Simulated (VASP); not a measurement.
# MgO2 (R-3m) in VASP: single point with PBEsol

Aim: the single point of MgO2 with PBEsol.

Everything below comes from runs of VASP 6.6.1. Logs are shortened: lines on timing, memory, paths and dates and some standing lists are left out, and cuts for length are marked.

## (1) The cell of the first run

The structure is trigonal, space group R-3m (No. 166). Conventional cell: a = 3.057 Å, b = 3.057 Å, c = 11.097 Å, α = 90.00°, β = 90.00°, γ = 120.00°. Mg (site symmetry -3m) has 6 O at 2.06 Å within 2.7 Å. Within 2.1 Å of O (site symmetry 3m) lie 1 O at 1.57 Å and 3 Mg at 2.06 Å.

## (2) Single point, PBEsol (mode 4 frozen in at +0.000 Å, strain +e along z and -e/2 along x and y +0.0700)

The input, INCAR:

```
SYSTEM = MgO2
PREC     = Accurate       ! precision mode
ENCUT    = 520            ! plane-wave cutoff, eV
EDIFF    = 1E-6           ! SCF threshold, eV
ISMEAR   = 0              ! smearing method
SIGMA    = 0.05           ! smearing width, eV
LREAL    = .False.        ! projectors in reciprocal space
LASPH    = .True.         ! aspherical terms in the spheres
NELM     = 100            ! most SCF steps
ALGO     = Normal         ! electronic algorithm
ISIF     = 2              ! what is computed and relaxed
LWAVE    = .False.        ! write WAVECAR
LCHARG   = .False.        ! write CHGCAR
GGA      = PS             ! functional
NBANDS   = 14             ! bands
```

The input, KPOINTS:

```
regular mesh
0
Gamma
  12 12 12
  0 0 0
```

The input, POSCAR:

```
MgO2
1.0
    1.5285449331      0.8825058286      3.6988603506
   -1.5285449331      0.8825058286      3.6988603506
    0.0000000000     -1.7650116573      3.6988603506
Mg O
1 2
Direct
    0.0000000000      0.0000000000      0.0000000000
    0.4291840376      0.4291840376      0.4291840376
    0.5708159624      0.5708159624      0.5708159624
```

Potentials or basis: VASP PAW PBE potentials, release 64 (Mg, O).

The run is started by

```sh
> cat potpaw_PBE.64/Mg/POTCAR potpaw_PBE.64/O/POTCAR > POTCAR
> mpirun -np 1 vasp_std > vasp.out
```

OUTCAR:

```text
SYSTEM = MgO2
   PREC = Accurate
   ENCUT = 520
   EDIFF = 1E-6
   ISMEAR = 0
   LREAL = .False.
   LASPH = .True.
   NELM = 100
   ISIF = 2
   GGA = PS

 ion  position               nearest neighbor table
   1  0.000  0.000  0.000-   3 2.06   3 2.06   2 2.06   2 2.06   3 2.06   2 2.06
   2  0.429  0.429  0.429-   3 1.57   1 2.06   1 2.06   1 2.06
   3  0.571  0.571  0.571-   2 1.57   1 2.06   1 2.06   1 2.06

  LATTYP: Found a trigonal (rhomboedric) cell.
 ALAT       =     4.0983940810
 COS(alpha) =     0.7217988096

  Lattice vectors:

 A1 = (   1.5285449331,   0.8825058286,   3.6988603506)
 A2 = (  -1.5285449331,   0.8825058286,   3.6988603506)
 A3 = (   0.0000000000,  -1.7650116573,   3.6988603506)

Analysis of symmetry for initial positions (statically):
=====================================================================
 Subroutine PRICEL returns:
 Original cell was already a primitive cell.

 Routine SETGRP: Setting up the symmetry group for a
 trigonal (rhombohedral) supercell.

 Subroutine GETGRP returns: Found 12 space group operations
 (whereof 12 operations were pure point group operations)
 out of a pool of 12 trial point group operations.

The static configuration has the point symmetry D_3d.

Analysis of symmetry for dynamics (positions and initial velocities):
=====================================================================
 Subroutine PRICEL returns:
 Original cell was already a primitive cell.

 Routine SETGRP: Setting up the symmetry group for a
 trigonal (rhombohedral) supercell.

 Subroutine GETGRP returns: Found 12 space group operations
 (whereof 12 operations were pure point group operations)
 out of a pool of 12 trial point group operations.

The dynamic configuration has the point symmetry D_3d.

 Subroutine INISYM returns: Found 12 space group operations
 (whereof 12 operations are pure point group operations),
 and found     1 'primitive' translations

----------------------------------------------------------------------------------------

                                     Primitive cell

  volume of cell :      29.9375

  direct lattice vectors                    reciprocal lattice vectors
     1.528544933  0.882505829  3.698860351     0.327108474  0.188856165  0.090117848
    -1.528544933  0.882505829  3.698860351    -0.327108474  0.188856165  0.090117848
     0.000000000 -1.765011657  3.698860351     0.000000000 -0.377712331  0.090117848

  length of vectors
     4.098394081  4.098394081  4.098394081     0.388314088  0.388314088  0.388314088

  position of ions in fractional coordinates (direct lattice)
     0.000000000  0.000000000  0.000000000
     0.429184038  0.429184038  0.429184038
     0.570815962  0.570815962  0.570815962

  ion indices of the primitive-cell ions
   primitive index   ion index
                 1           1
                 2           2
                 3           3

----------------------------------------------------------------------------------------

 KPOINTS: regular mesh

Automatic generation of k-mesh.
 Grid dimensions read from file:
 generate k-points for:   12   12   12

 Generating k-lattice:

  Cartesian coordinates                     Fractional coordinates (reciprocal lattice)
     0.027259039  0.015738014  0.007509821     0.083333333  0.000000000  0.000000000
    -0.027259039  0.015738014  0.007509821     0.000000000  0.083333333  0.000000000
     0.000000000 -0.031476028  0.007509821     0.000000000  0.000000000  0.083333333

  Length of vectors
     0.032359507  0.032359507  0.032359507

  Shift w.r.t. Gamma in fractional coordinates (k-lattice)
     0.000000000  0.000000000  0.000000000

 Subroutine IBZKPT returns following result:
 ===========================================

 Found    189 irreducible k-points:

 Following reciprocal coordinates:
            Coordinates               Weight
  0.000000  0.000000  0.000000      1.000000
  0.083333 -0.000000  0.000000      6.000000
  0.166667  0.000000 -0.000000      6.000000
  0.250000  0.000000  0.000000      6.000000
  0.333333  0.000000  0.000000      6.000000
  0.416667 -0.000000  0.000000      6.000000
[... 16 lines left out ...]
  0.500000  0.166667  0.000000     12.000000
 -0.416667  0.166667 -0.000000     12.000000
 [... further k-points ...]
   k-points           NKPTS =    189   k-points in BZ     NKDIM =    189   number of bands    NBANDS=     14
   number of dos      NEDOS =    301   number of ions     NIONS =      3
   total plane-waves  NPLWV =  27000
   dimension x,y,z NGX =    30 NGY =   30 NGZ =   30
   dimension x,y,z NGXF=    60 NGYF=   60 NGZF=   60
   ions per type =               1   2
   NGX,Y,Z   is equivalent  to a cutoff of  12.17, 12.17, 12.17 a.u.
   NGXF,Y,Z  is equivalent  to a cutoff of  24.34, 24.34, 24.34 a.u.
 SYSTEM =  MgO2
   PREC   = accura    normal or accurate (medium, high low for compatibility)
   ISTART =      0    job   : 0-new  1-cont  2-samecut
   ICHARG =      2    charge: 1-file 2-atom 10-const
   ISPIN  =      1    spin polarized calculation?
   LNONCOLLINEAR =      F non collinear calculations
   LSORBIT =      F    spin-orbit coupling
   LASPH  =      T    aspherical Exc in radial PAW
   ENCUT  =  520.0 eV  38.22 Ry    6.18 a.u.   7.62  7.62  7.62*2*pi/ulx,y,z
   NELM   =    100;   NELMIN=  2; NELMDL= -5     # of ELM steps
   EDIFF  = 0.1E-05   stopping-criterion for ELM
   LREAL  =      F    real-space projection
   EDIFFG = 0.1E-04   stopping-criterion for IOM
   NSW    =      0    number of steps for IOM
   IBRION =     -1    ionic relax: 0-MD 1-quasi-New 2-CG
   NFREE  =      0    steps in history (QN), initial steepest desc. (CG)
   ISIF   =      2    stress and relaxation
   ISYM   =      2    0-nonsym 1-usesym 2-fastsym
   POTIM  = 0.5000    time-step for ionic-motion
   TEBEG  =    0.0;   TEEND  =   0.0 temperature during run
   PSTRESS=    0.0 pullay stress
   NELECT =      14.0000    total number of electrons
   NUPDOWN=      -1.0000    fix difference up-down
   EMIN   =  10.00;   EMAX   =-10.00  energy-range for DOS
   EFERMI =   0.00;   METHOD = LEGACY
   ISMEAR =     0;   SIGMA  =   0.05  broadening in eV -4-tet -1-fermi 0-gaus
   EFERMI_NEDOS =   21; number of points for ismear=-14 and -15
   IALGO  =     38    algorithm
   IMIX   =      4    mixing-type and parameters
     AMIX     =   0.40;   BMIX     =  1.00
     AMIX_MAG =   1.60;   BMIX_MAG =  1.00
  volume/ion in A,a.u.               =       9.98        67.34
  Fermi-wavevector in a.u.,A,eV,Ry     =   1.270708  2.401290 21.969320  1.614699
  Thomas-Fermi vector in A             =   2.403681
   LORBIT       =      0    0 simple, 1 ext, 2 COOP (PROOUT), +10 PAW based schemes
   GGA     = PS    functional components
   LHFCALC =     F    Hartree Fock is set to
   AEXX    =    0.0000 exact exchange contribution
   IVDW    =     0    specifies the selected vdW correction
   LEPSILON=     F    determine dielectric tensor
   LRPA    =     F    only Hartree local field effects (RPA)
 non-spin polarized calculation
 Gauss-broadening in eV      SIGMA  =   0.05
  energy-cutoff  :      520.00
  volume of cell :       29.94
 maximum number of plane-waves:       822
   NGX = 15   NGY = 15   NGZ = 15

 number of electron      13.9999999 magnetization

 Free energy of the ion-electron system (eV)
  ---------------------------------------------------
  ext. energy  EPLUGINS =         0.00000000
  ---------------------------------------------------
  free energy    TOTEN  =       -16.97418803 eV

  energy without entropy =      -16.97418803  energy(sigma->0) =      -16.97418803

 E-fermi :   2.7870     XC(G=0): -10.6979

 val. band max:        2.5191446884   @ k =   0.5000   0.5000   0.5000
 cond. band min:       3.4804486246   @ k =   0.5000   0.5000   0.5000
 fundamental gap:      0.9613039361
 Fermi energy:         2.7870419931

 k-point     1 :       0.0000    0.0000    0.0000
  band No.  band energies     occupation
      1     -18.0087      2.00000
      2     -12.4709      2.00000
      3      -5.0357      2.00000
      4      -0.0757      2.00000
      5      -0.0757      2.00000
      6       1.8264      2.00000
      7       1.8264      2.00000
      8       6.3679      0.00000
      9       8.1057      0.00000
     10      14.2687      0.00000
     11      15.6405      0.00000
     12      18.6075      0.00000
     13      18.6075      0.00000
     14      20.4329      0.00000

 k-point     2 :       0.0833   -0.0000    0.0000
  band No.  band energies     occupation
      1     -17.9660      2.00000
      2     -12.4784      2.00000
      3      -4.9750      2.00000
      4      -0.3223      2.00000
      5      -0.1093      2.00000
      6       1.7275      2.00000
      7       1.7939      2.00000
      8       6.3318      0.00000
      9       8.4313      0.00000
     10      14.3318      0.00000
     11      15.7520      0.00000
     12      17.8360      0.00000
     13      18.8177      0.00000
     14      19.9978      0.00000

 k-point     3 :       0.1667    0.0000   -0.0000
  band No.  band energies     occupation
      1     -17.8466      2.00000
      2     -12.4988      2.00000
      3      -4.8072      2.00000
      4      -0.9426      2.00000
      5      -0.1996      2.00000
      6       1.4883      2.00000
      7       1.7061      2.00000
      8       6.2296      0.00000
      9       9.2490      0.00000
     10      14.4957      0.00000
     11      15.9479      0.00000
     12      16.6381      0.00000
     13      19.0613      0.00000
     14      19.3894      0.00000

 k-point     4 :       0.2500    0.0000    0.0000
  band No.  band energies     occupation
      1     -17.6768      2.00000
      2     -12.5281      2.00000
      3      -4.5702      2.00000
      4      -1.7089      2.00000
      5      -0.3192      2.00000
      6       1.2278      2.00000
      7       1.5890      2.00000
      8       6.0566      0.00000
      9      10.2630      0.00000
     10      14.7023      0.00000
     11      15.3855      0.00000
     12      16.3487      0.00000
     13      18.1792      0.00000
     14      20.0018      0.00000

 k-point     5 :       0.3333    0.0000    0.0000
  band No.  band energies     occupation
      1     -17.4984      2.00000
      2     -12.5597      2.00000
      3      -4.3097      2.00000
      4      -2.4354      2.00000
      5      -0.4349      2.00000
      6       1.0387      2.00000
      7       1.4749      2.00000
      8       5.8378      0.00000
      9      11.1791      0.00000
     10      14.5177      0.00000
     11      15.1930      0.00000
[... 276 lines left out ...]
 k-point    22 :       0.4167    0.1667    0.0000
  band No.  band energies     occupation
      1     -17.3863      2.00000
      2     -12.7160      2.00000
      3      -3.9091      2.00000
      4      -2.4830      2.00000
      5      -0.8520      2.00000
      6       0.8486      2.00000
      7       1.5605      2.00000
      8       5.4937      0.00000
      9      12.0523      0.00000
     10      13.9867      0.00000
     11      14.8453      0.00000
     12      16.5786      0.00000
     13      17.9145      0.00000
     14      20.6265      0.00000

 k-point    23 :       0.5000    0.1667    0.0000
  band No.  band energies     occupation
      1     -17.2843      2.00000
      2     -12.6843      2.00000
      3      -3.7657      2.00000
      4      -2.8922      2.00000
      5      -0.9881      2.00000
      6       0.8559      2.00000
      7       1.2868      2.00000
      8       5.4542      0.00000
      9      12.6930      0.00000
     10      13.8934      0.00000
     11      15.1624      0.00000
     12      16.3960      0.00000
     13      17.3420      0.00000
     14      20.8467      0.00000

 k-point    24 :      -0.4167    0.1667   -0.0000
  band No.  band energies     occupation
      1     -17.2627      2.00000
      2     -12.6251      2.00000
      3      -3.8829      2.00000
      4      -2.8892      2.00000
      5      -1.0539      2.00000
      6       0.8902      2.00000
      7       1.0797      2.00000
      8       5.5496      0.00000
      9      12.7152      0.00000
     10      14.0746      0.00000
     11      15.4544      0.00000
     12      16.3843      0.00000
     13      16.9732      0.00000
     14      20.6672      0.00000

 [... further k-points ...]
[... 5 lines left out ...]
  --------------------------------------------------------------------------------------
  -------------------------------------------------------------------------------------
  Total        1.6833061      1.6833061     -5.7265674      0.0000000      0.0000000      0.0000000
  in kB       90.0862918     90.0862918   -306.4714182      0.0000000      0.0000000      0.0000000
  external PRESSURE =     -42.0996115 kB  Pullay stress =       0.0000000 kB

 VOLUME and BASIS-vectors are now :
 -----------------------------------------------------------------------------
  energy-cutoff  :      520.00
  volume of cell :       29.94
      direct lattice vectors                 reciprocal lattice vectors
     1.528544933  0.882505829  3.698860351     0.327108474  0.188856165  0.090117848
    -1.528544933  0.882505829  3.698860351    -0.327108474  0.188856165  0.090117848
     0.000000000 -1.765011657  3.698860351     0.000000000 -0.377712331  0.090117848

 POSITION                                       TOTAL-FORCE (eV/Angst)
 -----------------------------------------------------------------------------------
      0.00000      0.00000      0.00000         0.000000     -0.000000     -0.000000
      0.00000     -0.00000      4.76248         0.000000     -0.000000      1.621062
      0.00000     -0.00000      6.33411         0.000000      0.000000     -1.621062
 -----------------------------------------------------------------------------------
    total drift:                                0.000000     -0.000000      0.000000

  FREE ENERGIE OF THE ION-ELECTRON SYSTEM (eV)
  ---------------------------------------------------
  free  energy   TOTEN  =       -16.9741880302 eV

  energy  without entropy=      -16.9741880302  energy(sigma->0) =      -16.97418803
```

It took 84 s on 1 thread of AMD EPYC 7R13 (Zen 3), shared host; peak memory 0.19 GiB.

What came out:

```
Free energy            : -16.9742 eV
Pressure               : -4.2 GPa
Largest force          : 1.621 eV/Å
Band gap on the k mesh : 0.96 eV, direct
```

Forces in eV/Å, atoms in the order of the input:
```
Mg   0.000  0.000  0.000
O    0.000  0.000  1.621
O    0.000  0.000 -1.621
```

Levels at points of the mesh, in eV from the valence-band top:
```
           k point  band 5  band 6  band 7  band 8  band 9  band 10
(0.00, 0.00, 0.00)   -2.59   -0.69   -0.69    3.85    5.59    11.75
(0.50, 0.00, 0.00)   -3.07   -1.60   -1.16    3.05    9.41    11.57
(0.50, 0.50, 0.00)   -3.61   -2.47   -0.30    2.32    8.97    11.98
(0.50, 0.50, 0.50)   -3.07    0.00    0.00    0.96    6.14     9.42
```

Caveat: the cell differs from its parent crystal (mode 4 frozen in at +0.000 Å, strain +e along z and -e/2 along x and y +0.0700); the PAW data sets were made with another functional, which shifts forces and pressure a little.
